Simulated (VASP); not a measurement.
# F (Fm-3m) in VASP: a series of runs

The runs below take F through single point, with LDA.

Everything below comes from runs of VASP 6.6.1. Logs are shortened: lines on timing, memory, paths and dates and some standing lists are left out, and cuts for length are marked.

## Step 1: The cell of the first run

It takes space group Fm-3m (No. 225, cubic). Conventional cell: a = 2.473 Å, b = 2.473 Å, c = 2.473 Å, α = 90.00°, β = 90.00°, γ = 90.00°. F (site symmetry m-3m) has 12 F at 1.75 Å within 2.3 Å.

## Step 2: Single point, LDA (volume scaled by 0.45)

The input, INCAR:

```
SYSTEM = F
  PREC = Accurate
  ENCUT = 520
  EDIFF = 1E-7
  ISMEAR = -1
  SIGMA = 0.05
  LREAL = .False.
  LASPH = .True.
  NELM = 100
  ALGO = Normal
  ISIF = 2
  LWAVE = .False.
  LCHARG = .False.
  GGA = CA
  NBANDS = 10
```

The input, KPOINTS:

```
Automatic mesh
0
Gamma
  17 17 17
  0 0 0
```

The input, POSCAR:

```
F
1.0
    0.0000000000      1.2363148658      1.2363148658
    1.2363148658      0.0000000000      1.2363148658
    1.2363148658      1.2363148658      0.0000000000
F
1
Direct
    0.0000000000      0.0000000000      0.0000000000
```

Potentials or basis: VASP PAW LDA potentials, release 64 (F).

Launch:

```
> cat potpaw_LDA.64/F/POTCAR > POTCAR
> mpirun -np 1 vasp_std > vasp.out
```

OUTCAR:

```text
SYSTEM = F
   PREC = Accurate
   ENCUT = 520
   EDIFF = 1E-7
   ISMEAR = -1
   LREAL = .False.
   LASPH = .True.
   NELM = 100
   ISIF = 2
   GGA = CA

 ion  position               nearest neighbor table
   1  0.000  0.000  0.000-

  LATTYP: Found a face centered cubic cell.
 ALAT       =     2.4726297316

  Lattice vectors:

 A1 = (   0.0000000000,   1.2363148658,   1.2363148658)
 A2 = (   1.2363148658,   0.0000000000,   1.2363148658)
 A3 = (   1.2363148658,   1.2363148658,   0.0000000000)

Analysis of symmetry for initial positions (statically):
=====================================================================
 Subroutine PRICEL returns:
 Original cell was already a primitive cell.

 Routine SETGRP: Setting up the symmetry group for a
 face centered cubic supercell.

 Subroutine GETGRP returns: Found 48 space group operations
 (whereof 48 operations were pure point group operations)
 out of a pool of 48 trial point group operations.

The static configuration has the point symmetry O_h .

Analysis of symmetry for dynamics (positions and initial velocities):
=====================================================================
 Subroutine PRICEL returns:
 Original cell was already a primitive cell.

 Routine SETGRP: Setting up the symmetry group for a
 face centered cubic supercell.

 Subroutine GETGRP returns: Found 48 space group operations
 (whereof 48 operations were pure point group operations)
 out of a pool of 48 trial point group operations.

The dynamic configuration has the point symmetry O_h .

 Subroutine INISYM returns: Found 48 space group operations
 (whereof 48 operations are pure point group operations),
 and found     1 'primitive' translations

----------------------------------------------------------------------------------------

                                     Primitive cell

  volume of cell :       3.7794

  direct lattice vectors                    reciprocal lattice vectors
     0.000000000  1.236314866  1.236314866    -0.404427718  0.404427718  0.404427718
     1.236314866  0.000000000  1.236314866     0.404427718 -0.404427718  0.404427718
     1.236314866  1.236314866  0.000000000     0.404427718  0.404427718 -0.404427718

  length of vectors
     1.748413251  1.748413251  1.748413251     0.700489356  0.700489356  0.700489356

  position of ions in fractional coordinates (direct lattice)
     0.000000000  0.000000000  0.000000000

  ion indices of the primitive-cell ions
   primitive index   ion index
                 1           1

----------------------------------------------------------------------------------------

 KPOINTS: Automatic mesh

Automatic generation of k-mesh.
 Grid dimensions read from file:
 generate k-points for:   17   17   17

 Generating k-lattice:

  Cartesian coordinates                     Fractional coordinates (reciprocal lattice)
    -0.023789866  0.023789866  0.023789866     0.058823529  0.000000000  0.000000000
     0.023789866 -0.023789866  0.023789866     0.000000000  0.058823529  0.000000000
     0.023789866  0.023789866 -0.023789866     0.000000000  0.000000000  0.058823529

  Length of vectors
     0.041205256  0.041205256  0.041205256

  Shift w.r.t. Gamma in fractional coordinates (k-lattice)
     0.000000000  0.000000000  0.000000000

 Subroutine IBZKPT returns following result:
 ===========================================

 Found    165 irreducible k-points:

 Following reciprocal coordinates:
            Coordinates               Weight
  0.000000  0.000000  0.000000      1.000000
  0.058824  0.000000  0.000000      8.000000
  0.117647  0.000000  0.000000      8.000000
  0.176471  0.000000  0.000000      8.000000
  0.235294  0.000000  0.000000      8.000000
  0.294118  0.000000  0.000000      8.000000
[... 16 lines left out ...]
 -0.176471  0.058824  0.000000     24.000000
 -0.117647  0.058824  0.000000     24.000000
 [... further k-points ...]
   k-points           NKPTS =    165   k-points in BZ     NKDIM =    165   number of bands    NBANDS=     10
   number of dos      NEDOS =    301   number of ions     NIONS =      1
   total plane-waves  NPLWV =   2744
   dimension x,y,z NGX =    14 NGY =   14 NGZ =   14
   dimension x,y,z NGXF=    28 NGYF=   28 NGZF=   28
   ions per type =               1
   NGX,Y,Z   is equivalent  to a cutoff of  13.31, 13.31, 13.31 a.u.
   NGXF,Y,Z  is equivalent  to a cutoff of  26.62, 26.62, 26.62 a.u.
 SYSTEM =  F
   PREC   = accura    normal or accurate (medium, high low for compatibility)
   ISTART =      0    job   : 0-new  1-cont  2-samecut
   ICHARG =      2    charge: 1-file 2-atom 10-const
   ISPIN  =      1    spin polarized calculation?
   LNONCOLLINEAR =      F non collinear calculations
   LSORBIT =      F    spin-orbit coupling
   LASPH  =      T    aspherical Exc in radial PAW
   ENCUT  =  520.0 eV  38.22 Ry    6.18 a.u.   3.25  3.25  3.25*2*pi/ulx,y,z
   NELM   =    100;   NELMIN=  2; NELMDL= -5     # of ELM steps
   EDIFF  = 0.1E-06   stopping-criterion for ELM
   LREAL  =      F    real-space projection
   EDIFFG = 0.1E-05   stopping-criterion for IOM
   NSW    =      0    number of steps for IOM
   IBRION =     -1    ionic relax: 0-MD 1-quasi-New 2-CG
   NFREE  =      0    steps in history (QN), initial steepest desc. (CG)
   ISIF   =      2    stress and relaxation
   ISYM   =      2    0-nonsym 1-usesym 2-fastsym
   POTIM  = 0.5000    time-step for ionic-motion
   TEBEG  =    0.0;   TEEND  =   0.0 temperature during run
   PSTRESS=    0.0 pullay stress
   NELECT =       7.0000    total number of electrons
   NUPDOWN=      -1.0000    fix difference up-down
   EMIN   =  10.00;   EMAX   =-10.00  energy-range for DOS
   EFERMI =   0.00;   METHOD = LEGACY
   ISMEAR =    -1;   SIGMA  =   0.05  broadening in eV -4-tet -1-fermi 0-gaus
   EFERMI_NEDOS =   21; number of points for ismear=-14 and -15
   IALGO  =     38    algorithm
   IMIX   =      4    mixing-type and parameters
     AMIX     =   0.40;   BMIX     =  1.00
     AMIX_MAG =   1.60;   BMIX_MAG =  1.00
  volume/ion in A,a.u.               =       3.78        25.50
  Fermi-wavevector in a.u.,A,eV,Ry     =   2.010489  3.799274 54.995660  4.042067
  Thomas-Fermi vector in A             =   3.023464
   LORBIT       =      0    0 simple, 1 ext, 2 COOP (PROOUT), +10 PAW based schemes
   GGA     = CA    functional components
   LHFCALC =     F    Hartree Fock is set to
   AEXX    =    0.0000 exact exchange contribution
   IVDW    =     0    specifies the selected vdW correction
   LEPSILON=     F    determine dielectric tensor
   LRPA    =     F    only Hartree local field effects (RPA)
 non-spin polarized calculation
  energy-cutoff  :      520.00
  volume of cell :        3.78
 maximum number of plane-waves:       113
 NGX is ok and might be reduce to    14
   NGX =  7   NGY =  7   NGZ =  7

 number of electron       7.0000005 magnetization

 Free energy of the ion-electron system (eV)
  ---------------------------------------------------
  ext. energy  EPLUGINS =         0.00000000
  ---------------------------------------------------
  free energy    TOTEN  =         2.57067957 eV

  energy without entropy =        2.57538821  energy(sigma->0) =        2.57303389

 E-fermi :  11.6714     XC(G=0): -17.3047

 val. band max:       11.6439061277   @ k =   0.4706   0.1176   0.0000
 cond. band min:      11.6788386785   @ k =   0.2941   0.2353   0.0588
 fundamental gap:      0.0349325508
 Fermi energy:        11.6713540806

 k-point     1 :       0.0000    0.0000    0.0000
  band No.  band energies     occupation
      1     -23.1478      2.00000
      2      13.9908      0.00000
      3      13.9908      0.00000
      4      13.9908      0.00000
      5      43.8298      0.00000
      6      60.5282      0.00000
      7      60.5282      0.00000
      8      60.5282      0.00000
      9      67.3507      0.00000
     10      80.9105      0.00000

 k-point     2 :       0.0588    0.0000    0.0000
  band No.  band energies     occupation
      1     -22.9517      2.00000
      2      13.4981      0.00000
      3      13.9267      0.00000
      4      13.9267      0.00000
      5      44.0067      0.00000
      6      58.1643      0.00000
      7      60.7581      0.00000
      8      60.7581      0.00000
      9      70.1163      0.00000
     10      77.0724      0.00000

 k-point     3 :       0.1176    0.0000    0.0000
  band No.  band energies     occupation
      1     -22.3662      2.00000
      2      12.0784      0.00058
      3      13.7465      0.00000
      4      13.7465      0.00000
      5      44.4848      0.00000
      6      54.6904      0.00000
      7      61.2708      0.00000
      8      61.2708      0.00000
      9      73.1101      0.00000
     10      73.8725      0.00000

 k-point     4 :       0.1765    0.0000    0.0000
  band No.  band energies     occupation
      1     -21.4018      2.00000
      2       9.8885      2.00000
      3      13.4815      0.00000
      4      13.4815      0.00000
      5      45.0625      0.00000
      6      51.8281      0.00000
      7      61.4552      0.00000
      8      61.4552      0.00000
      9      71.7743      0.00000
     10      72.3399      0.00000

 k-point     5 :       0.2353    0.0000    0.0000
  band No.  band energies     occupation
      1     -20.0794      2.00000
      2       7.1470      2.00000
      3      13.1751      0.00000
      4      13.1751      0.00000
      5      45.3835      0.00000
      6      49.9484      0.00000
      7      60.7010      0.00000
      8      60.7010      0.00000
      9      69.6943      0.00000
     10      73.0803      0.00000

 k-point     6 :       0.2941    0.0000    0.0000
  band No.  band energies     occupation
      1     -18.4344      2.00000
      2       4.0990      2.00000
      3      12.8720      0.00000
      4      12.8720      0.00000
      5      45.1049      0.00000
      6      49.2164      0.00000
      7      59.3368      0.00000
      8      59.3368      0.00000
      9      68.0868      0.00000
     10      75.7066      0.00000

 k-point     7 :       0.3529    0.0000    0.0000
  band No.  band energies     occupation
      1     -16.5464      2.00000
      2       0.9998      2.00000
      3      12.6098      0.00000
      4      12.6098      0.00000
      5      44.4653      0.00000
      6      49.1832      0.00000
      7      57.9952      0.00000
      8      57.9952      0.00000
      9      67.0798      0.00000
     10      79.4960      0.00000

 k-point     8 :       0.4118    0.0000    0.0000
  band No.  band energies     occupation
      1     -14.6017      2.00000
      2      -1.8264      2.00000
      3      12.4191      0.00000
      4      12.4191      0.00000
      5      43.9244      0.00000
      6      49.2922      0.00000
      7      56.9996      0.00000
      8      56.9996      0.00000
      9      66.5809      0.00000
     10      83.9570      0.00000

 k-point     9 :       0.4706    0.0000    0.0000
  band No.  band energies     occupation
      1     -13.1264      2.00000
      2      -3.7668      2.00000
      3      12.3180      0.00000
      4      12.3180      0.00000
      5      43.6373      0.00000
      6      49.3306      0.00000
      7      56.4759      0.00000
      8      56.4759      0.00000
      9      66.3933      0.00000
     10      88.1879      0.00000
[... 118 lines left out ...]
 k-point    19 :      -0.4118    0.0588    0.0000
  band No.  band energies     occupation
      1     -13.8726      2.00000
      2      -2.4673      2.00000
      3      11.7675      0.25506
      4      12.3969      0.00000
      5      44.1398      0.00000
      6      48.4560      0.00000
      7      55.9958      0.00000
      8      57.0512      0.00000
      9      68.6454      0.00000
     10      82.9707      0.00000

 k-point    20 :      -0.3529    0.0588    0.0000
  band No.  band energies     occupation
      1     -15.7371      2.00000
      2       0.1325      2.00000
      3      11.8367      0.07064
      4      12.6678      0.00000
      5      44.5543      0.00000
      6      48.6244      0.00000
      7      56.4406      0.00000
      8      57.8182      0.00000
      9      69.2243      0.00000
     10      78.1776      0.00000

 k-point    21 :      -0.2941    0.0588    0.0000
  band No.  band energies     occupation
      1     -17.6662      2.00000
      2       3.1515      2.00000
      3      12.0245      0.00171
      4      12.9894      0.00000
      5      45.1167      0.00000
      6      48.8263      0.00000
      7      57.2734      0.00000
      8      59.0798      0.00000
      9      70.2244      0.00000
     10      73.9599      0.00000

 k-point    22 :      -0.2353    0.0588    0.0000
  band No.  band energies     occupation
      1     -19.3981      2.00000
      2       6.2018      2.00000
      3      12.3152      0.00001
      4      13.3234      0.00000
      5      45.4937      0.00000
      6      49.3784      0.00000
      7      58.4879      0.00000
      8      60.6708      0.00000
      9      70.6427      0.00000
     10      71.5181      0.00000

 k-point    23 :      -0.1765    0.0588    0.0000
  band No.  band energies     occupation
      1     -20.8301      2.00000
      2       9.0101      2.00000
      3      12.6799      0.00000
      4      13.6242      0.00000
      5      45.3162      0.00000
      6      50.8086      0.00000
      7      59.7928      0.00000
      8      61.9762      0.00000
      9      68.9122      0.00000
     10      72.4775      0.00000

 k-point    24 :      -0.1176    0.0588    0.0000
  band No.  band energies     occupation
      1     -21.9139      2.00000
      2      11.3219      1.99816
      3      13.0849      0.00000
      4      13.8481      0.00000
      5      44.7912      0.00000
      6      53.1250      0.00000
      7      60.6582      0.00000
      8      61.9381      0.00000
      9      69.9040      0.00000
     10      73.2442      0.00000

 [... further k-points ...]
[... 5 lines left out ...]
  --------------------------------------------------------------------------------------
  -------------------------------------------------------------------------------------
  Total       13.2565545     13.2565545     13.2565545     -0.0000000      0.0000000      0.0000000
  in kB     5619.8402967   5619.8402967   5619.8402967     -0.0000000      0.0000000      0.0000000
  external PRESSURE =    5619.8402967 kB  Pullay stress =       0.0000000 kB

 VOLUME and BASIS-vectors are now :
 -----------------------------------------------------------------------------
  energy-cutoff  :      520.00
  volume of cell :        3.78
      direct lattice vectors                 reciprocal lattice vectors
     0.000000000  1.236314866  1.236314866    -0.404427718  0.404427718  0.404427718
     1.236314866  0.000000000  1.236314866     0.404427718 -0.404427718  0.404427718
     1.236314866  1.236314866  0.000000000     0.404427718  0.404427718 -0.404427718

 POSITION                                       TOTAL-FORCE (eV/Angst)
 -----------------------------------------------------------------------------------
      0.00000      0.00000      0.00000         0.000000      0.000000      0.000000
 -----------------------------------------------------------------------------------
    total drift:                               -0.000000     -0.000000     -0.000000

  FREE ENERGIE OF THE ION-ELECTRON SYSTEM (eV)
  ---------------------------------------------------
  free  energy   TOTEN  =         2.5706795727 eV

  energy  without entropy=        2.5753882079  energy(sigma->0) =        2.57303389
```

Run time: 2 s. Hardware: 1 thread of Intel Xeon 6975P-C (Granite Rapids), shared host; peak memory 0.1 GiB.

What came out:

```yaml
Free_energy: 2.5707 eV
Pressure: 562.0 GPa
```

Caveat: an odd number of electrons without spin polarisation forces a metal; a magnetic or distorted state may lie lower.

## Step 3: Single point, LDA (volume scaled by 0.55)

The input, INCAR:

```
PREC = Accurate ; ENCUT = 520
EDIFF = 1E-7 ; ISMEAR = -1
SIGMA = 0.05 ; LREAL = F
LASPH = T ; NELM = 100
ALGO = Normal ; ISIF = 2
LWAVE = F ; LCHARG = F
GGA = CA ; NBANDS = 10
```

The input, KPOINTS:

```
Automatic mesh
0
Gamma
  17 17 17
```

The input, POSCAR:

```
F
1.0
    0.0000000000      1.3218407916      1.3218407916
    1.3218407916      0.0000000000      1.3218407916
    1.3218407916      1.3218407916      0.0000000000
F
1
Direct
    0.0000000000      0.0000000000      0.0000000000
```

Potentials or basis: VASP PAW LDA potentials, release 64 (F).

Launch:

```
> cat potpaw_LDA.64/F/POTCAR > POTCAR
> mpirun -np 1 vasp_std > vasp.out
```

Run time: 1.9 s. Hardware: 1 thread of Intel Xeon 6975P-C (Granite Rapids), shared host; peak memory 0.11 GiB.

Results (log left out):

```yaml
Free_energy: 0.4908 eV
Pressure: 266.9 GPa
```

Levels at points of the mesh, in eV from the Fermi level:
| k point | band 2 | band 3 | band 4 | band 5 | band 6 | band 7 |
| --- | --- | --- | --- | --- | --- | --- |
| (0.00, 0.00, 0.00) | 1.76 | 1.76 | 1.76 | 26.21 | 45.60 | 45.60 |

Caveat: an odd number of electrons without spin polarisation forces a metal; a magnetic or distorted state may lie lower.
